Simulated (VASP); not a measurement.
# LaO in VASP: further runs

Runs on LaO. Level: PBEsol. Tasks: single point, relaxation of cell and atoms.

Everything below comes from runs of VASP 6.6.1. Logs are shortened: lines on timing, memory, paths and dates and some standing lists are left out, and cuts for length are marked.

## Step 1: The cell of the first run

It takes space group P4/mmm (No. 123, tetragonal). The conventional cell has a = 3.099 Å, b = 3.099 Å, c = 3.116 Å, α = 90.00°, β = 90.00°, γ = 90.00°. La (site symmetry 4/mmm) has 8 O at 2.69 Å and 6 La at 3.10 to 3.12 Å within 3.5 Å. Within 3.5 Å of O (site symmetry 4/mmm) lie 8 La at 2.69 Å and 6 O at 3.10 to 3.12 Å.

## Step 2: Single point, PBEsol

File INCAR:

```
PREC = Accurate ; ENCUT = 600
EDIFF = 1E-6 ; ISMEAR = 0
SIGMA = 0.05 ; LREAL = F
LASPH = T ; NELM = 200
ALGO = Normal ; ISIF = 2
LWAVE = F ; LCHARG = T
GGA = PS ; LELF = T
LVHAR = T ; NBANDS = 16
GGA_COMPAT = F ; LMAXMIX = 6
```

File KPOINTS:

```
Automatic mesh
0
Gamma
  6 6 5
```

File POSCAR:

```
LaO
1.0
    3.0994751842      0.0000000000      0.0000000000
    0.0000000000      3.0994751842      0.0000000000
    0.0000000000      0.0000000000      3.1158665985
La O
1 1
Direct
    0.0000000000      0.0000000000      0.0000000000
    0.5000000000      0.5000000000      0.5000000000
```

Potentials or basis: VASP PAW PBE potentials, release 64 (La, O).

On the command line:

```console
> cat potpaw_PBE.64/La/POTCAR potpaw_PBE.64/O/POTCAR > POTCAR
> mpirun -np 1 vasp_std > vasp.out
```

OUTCAR:

```text
PREC = Accurate
   ENCUT = 600
   EDIFF = 1E-6
   ISMEAR = 0
   LREAL = F
   LASPH = T
   NELM = 200
   ISIF = 2
   GGA = PS

 ion  position               nearest neighbor table
   1  0.000  0.000  0.000-   2 2.69   2 2.69   2 2.69   2 2.69   2 2.69   2 2.69   2 2.69   2 2.69

   2  0.500  0.500  0.500-   1 2.69   1 2.69   1 2.69   1 2.69   1 2.69   1 2.69   1 2.69   1 2.69

  LATTYP: Found a simple tetragonal cell.
 ALAT       =     3.0994751842
 C/A-ratio  =     1.0052884483

  Lattice vectors:

 A1 = (   3.0994751842,   0.0000000000,   0.0000000000)
 A2 = (   0.0000000000,   3.0994751842,   0.0000000000)
 A3 = (   0.0000000000,   0.0000000000,   3.1158665985)

Analysis of symmetry for initial positions (statically):
=====================================================================
 Subroutine PRICEL returns:
 Original cell was already a primitive cell.

 Routine SETGRP: Setting up the symmetry group for a
 simple tetragonal supercell.

 Subroutine GETGRP returns: Found 16 space group operations
 (whereof 16 operations were pure point group operations)
 out of a pool of 16 trial point group operations.

The static configuration has the point symmetry D_4h.

Analysis of symmetry for dynamics (positions and initial velocities):
=====================================================================
 Subroutine PRICEL returns:
 Original cell was already a primitive cell.

 Routine SETGRP: Setting up the symmetry group for a
 simple tetragonal supercell.

 Subroutine GETGRP returns: Found 16 space group operations
 (whereof 16 operations were pure point group operations)
 out of a pool of 16 trial point group operations.

The dynamic configuration has the point symmetry D_4h.

 Subroutine INISYM returns: Found 16 space group operations
 (whereof 16 operations are pure point group operations),
 and found     1 'primitive' translations

----------------------------------------------------------------------------------------

                                     Primitive cell

  volume of cell :      29.9333

  direct lattice vectors                    reciprocal lattice vectors
     3.099475184  0.000000000  0.000000000     0.322635266  0.000000000  0.000000000
     0.000000000  3.099475184  0.000000000     0.000000000  0.322635266  0.000000000
     0.000000000  0.000000000  3.115866598     0.000000000  0.000000000  0.320938002

  length of vectors
     3.099475184  3.099475184  3.115866598     0.322635266  0.322635266  0.320938002

  position of ions in fractional coordinates (direct lattice)
     0.000000000  0.000000000  0.000000000
     0.500000000  0.500000000  0.500000000

  ion indices of the primitive-cell ions
   primitive index   ion index
                 1           1
                 2           2

----------------------------------------------------------------------------------------

 KPOINTS: Automatic mesh

Automatic generation of k-mesh.
 Grid dimensions read from file:
 generate k-points for:    6    6    5

 Generating k-lattice:

  Cartesian coordinates                     Fractional coordinates (reciprocal lattice)
     0.053772544  0.000000000  0.000000000     0.166666667  0.000000000  0.000000000
     0.000000000  0.053772544  0.000000000     0.000000000  0.166666667  0.000000000
     0.000000000  0.000000000  0.064187600     0.000000000  0.000000000  0.200000000

  Length of vectors
     0.053772544  0.053772544  0.064187600

  Shift w.r.t. Gamma in fractional coordinates (k-lattice)
     0.000000000  0.000000000  0.000000000

 Subroutine IBZKPT returns following result:
 ===========================================

 Found     30 irreducible k-points:

 Following reciprocal coordinates:
            Coordinates               Weight
  0.000000  0.000000  0.000000      1.000000
  0.166667  0.000000  0.000000      4.000000
  0.333333  0.000000  0.000000      4.000000
  0.500000  0.000000  0.000000      2.000000
  0.166667  0.166667  0.000000      4.000000
  0.333333  0.166667  0.000000      8.000000
[... 16 lines left out ...]
  0.333333  0.000000  0.400000      8.000000
  0.500000  0.000000  0.400000      4.000000
 [... further k-points ...]
   k-points           NKPTS =     30   k-points in BZ     NKDIM =     30   number of bands    NBANDS=     16
   number of dos      NEDOS =    301   number of ions     NIONS =      2
   total plane-waves  NPLWV =  21952
   dimension x,y,z NGX =    28 NGY =   28 NGZ =   28
   dimension x,y,z NGXF=    56 NGYF=   56 NGZF=   56
   ions per type =               1   1
   NGX,Y,Z   is equivalent  to a cutoff of  15.02, 15.02, 14.94 a.u.
   NGXF,Y,Z  is equivalent  to a cutoff of  30.04, 30.04, 29.88 a.u.
 SYSTEM =  unknown system
   PREC   = accura    normal or accurate (medium, high low for compatibility)
   ISTART =      0    job   : 0-new  1-cont  2-samecut
   ICHARG =      2    charge: 1-file 2-atom 10-const
   ISPIN  =      1    spin polarized calculation?
   LNONCOLLINEAR =      F non collinear calculations
   LSORBIT =      F    spin-orbit coupling
   LASPH  =      T    aspherical Exc in radial PAW
   ENCUT  =  600.0 eV  44.10 Ry    6.64 a.u.   6.19  6.19  6.22*2*pi/ulx,y,z
   NELM   =    200;   NELMIN=  2; NELMDL= -5     # of ELM steps
   EDIFF  = 0.1E-05   stopping-criterion for ELM
   LREAL  =      F    real-space projection
   EDIFFG = 0.1E-04   stopping-criterion for IOM
   NSW    =      0    number of steps for IOM
   IBRION =     -1    ionic relax: 0-MD 1-quasi-New 2-CG
   NFREE  =      0    steps in history (QN), initial steepest desc. (CG)
   ISIF   =      2    stress and relaxation
   ISYM   =      2    0-nonsym 1-usesym 2-fastsym
   POTIM  = 0.5000    time-step for ionic-motion
   TEBEG  =    0.0;   TEEND  =   0.0 temperature during run
   PSTRESS=    0.0 pullay stress
   NELECT =      17.0000    total number of electrons
   NUPDOWN=      -1.0000    fix difference up-down
   EMIN   =  10.00;   EMAX   =-10.00  energy-range for DOS
   EFERMI =   0.00;   METHOD = LEGACY
   ISMEAR =     0;   SIGMA  =   0.05  broadening in eV -4-tet -1-fermi 0-gaus
   EFERMI_NEDOS =   21; number of points for ismear=-14 and -15
   IALGO  =     38    algorithm
   IMIX   =      4    mixing-type and parameters
     AMIX     =   0.40;   BMIX     =  1.00
     AMIX_MAG =   1.60;   BMIX_MAG =  1.00
  volume/ion in A,a.u.               =      14.97       101.00
  Fermi-wavevector in a.u.,A,eV,Ry     =   1.355729  2.561955 25.007507  1.838000
  Thomas-Fermi vector in A             =   2.482792
   LORBIT       =      0    0 simple, 1 ext, 2 COOP (PROOUT), +10 PAW based schemes
   GGA     = PS    functional components
   LHFCALC =     F    Hartree Fock is set to
   AEXX    =    0.0000 exact exchange contribution
   IVDW    =     0    specifies the selected vdW correction
   LEPSILON=     F    determine dielectric tensor
   LRPA    =     F    only Hartree local field effects (RPA)
 non-spin polarized calculation
 Gauss-broadening in eV      SIGMA  =   0.05
  energy-cutoff  :      600.00
  volume of cell :       29.93
 maximum number of plane-waves:      1021
 NGX is ok and might be reduce to    28
   NGX = 13   NGY = 13   NGZ = 13

 number of electron      17.0000002 magnetization

 Free energy of the ion-electron system (eV)
  ---------------------------------------------------
  ext. energy  EPLUGINS =         0.00000000
  ---------------------------------------------------
  free energy    TOTEN  =       -15.36013662 eV

  energy without entropy =      -15.35870154  energy(sigma->0) =      -15.35941908

 E-fermi :  12.4521     XC(G=0): -11.9776

 val. band max:       12.2643812071   @ k =   0.1667   0.0000   0.2000
 cond. band min:      12.4688558513   @ k =   0.1667   0.1667   0.2000
 fundamental gap:      0.2044746443
 Fermi energy:        12.4521113201

 k-point     1 :       0.0000    0.0000    0.0000
  band No.  band energies     occupation
      1     -21.3865      2.00000
      2      -6.9057      2.00000
      3      -3.5214      2.00000
      4      -3.4477      2.00000
      5      -3.4477      2.00000
      6       8.4943      2.00000
[... 8 lines left out ...]
     15      15.0102      0.00000
     16      15.0306      0.00000

 k-point     2 :       0.1667    0.0000    0.0000
  band No.  band energies     occupation
      1     -21.2601      2.00000
      2      -7.3440      2.00000
      3      -3.6881      2.00000
      4      -3.4051      2.00000
      5      -3.3323      2.00000
      6       7.6810      2.00000
[... 8 lines left out ...]
     15      14.9951      0.00000
     16      15.0151      0.00000

 k-point     3 :       0.3333    0.0000    0.0000
  band No.  band energies     occupation
      1     -20.9890      2.00000
      2      -8.3236      2.00000
      3      -3.8469      2.00000
      4      -3.1585      2.00000
      5      -3.0875      2.00000
      6       6.4144      2.00000
[... 8 lines left out ...]
     15      15.0457      0.00000
     16      15.0632      0.00000

 k-point     4 :       0.5000    0.0000    0.0000
  band No.  band energies     occupation
      1     -20.8428      2.00000
      2      -8.8293      2.00000
      3      -3.8360      2.00000
      4      -3.0271      2.00000
      5      -2.9572      2.00000
      6       5.8746      2.00000
[... 8 lines left out ...]
     15      15.1373      0.00000
     16      15.1534      0.00000
[... 324 lines left out ...]
 k-point    22 :       0.1667    0.0000    0.4000
  band No.  band energies     occupation
      1     -20.8033      2.00000
      2      -8.3965      2.00000
      3      -4.4189      2.00000
      4      -3.6870      2.00000
      5      -2.9317      2.00000
      6       6.5220      2.00000
[... 8 lines left out ...]
     15      14.7522      0.00000
     16      15.1094      0.00000

 k-point    23 :       0.3333    0.0000    0.4000
  band No.  band energies     occupation
      1     -20.5580      2.00000
      2      -7.7672      2.00000
      3      -5.7027      2.00000
      4      -4.7521      2.00000
      5      -2.7458      2.00000
      6       7.0720      2.00000
[... 8 lines left out ...]
     15      14.7662      0.00000
     16      14.9278      0.00000

 k-point    24 :       0.5000    0.0000    0.4000
  band No.  band energies     occupation
      1     -20.4271      2.00000
      2      -7.3859      2.00000
      3      -5.9059      2.00000
      4      -5.6962      2.00000
      5      -2.6491      2.00000
      6       7.5957      2.00000
[... 8 lines left out ...]
     15      14.8539      0.00000
     16      14.9232      0.00000

 [... further k-points ...]

------------------------ aborting loop because EDIFF is reached ----------------------------------------

  FORCE on cell =-STRESS in cart. coord.  units (eV):
  Direction    XX          YY          ZZ          XY          YZ          ZX
  --------------------------------------------------------------------------------------
  -------------------------------------------------------------------------------------
  Total        0.0573326      0.0573326      0.0274409      0.0000000      0.0000000      0.0000000
  in kB        3.0687163      3.0687163      1.4687687      0.0000000      0.0000000      0.0000000
  external PRESSURE =       2.5354005 kB  Pullay stress =       0.0000000 kB

 VOLUME and BASIS-vectors are now :
 -----------------------------------------------------------------------------
  energy-cutoff  :      600.00
  volume of cell :       29.93
      direct lattice vectors                 reciprocal lattice vectors
     3.099475184  0.000000000  0.000000000     0.322635266  0.000000000  0.000000000
     0.000000000  3.099475184  0.000000000     0.000000000  0.322635266  0.000000000
     0.000000000  0.000000000  3.115866598     0.000000000  0.000000000  0.320938002

 POSITION                                       TOTAL-FORCE (eV/Angst)
 -----------------------------------------------------------------------------------
      0.00000      0.00000      0.00000         0.000000      0.000000      0.000000
      1.54974      1.54974      1.55793         0.000000      0.000000      0.000000
 -----------------------------------------------------------------------------------
    total drift:                                0.000000      0.000000      0.000000

  FREE ENERGIE OF THE ION-ELECTRON SYSTEM (eV)
  ---------------------------------------------------
  free  energy   TOTEN  =       -15.3601366161 eV

  energy  without entropy=      -15.3587015433  energy(sigma->0) =      -15.35941908
```

Wall time 11 s (1 thread of Intel Xeon 6975P-C (Granite Rapids), shared host); peak memory 0.18 GiB.

Results:

```
Free energy            : -15.3601 eV
Pressure               : 0.3 GPa
Band gap on the k mesh : zero (an odd number of electrons rules out a gap without spin polarisation)
```

Stress tensor (GPa, compression positive):
```
0.31 0.00 0.00
0.00 0.31 0.00
0.00 0.00 0.15
```

Levels at points of the mesh, in eV from the Fermi level:
```csv
k point,band 6,band 7,band 8,band 9,band 10,band 11
"(0.00, 0.00, 0.00)",-3.96,-3.93,-3.93,-2.47,-2.45,1.71
"(0.50, 0.00, 0.00)",-6.58,-4.97,-4.91,-1.25,0.79,1.40
"(0.50, 0.50, 0.00)",-4.73,-4.73,-4.40,-0.25,0.03,1.65
```

Caveat: the k points lie up to 0.40 Å⁻¹ apart, too coarse for converged energies and pressures of a metal; the PAW data sets were made with another functional, which shifts forces and pressure a little; spin-orbit coupling is left out, which moves the levels of the heavy elements; an odd number of electrons without spin polarisation forces a metal; a magnetic or distorted state may lie lower.

[end of part 1 of 3]
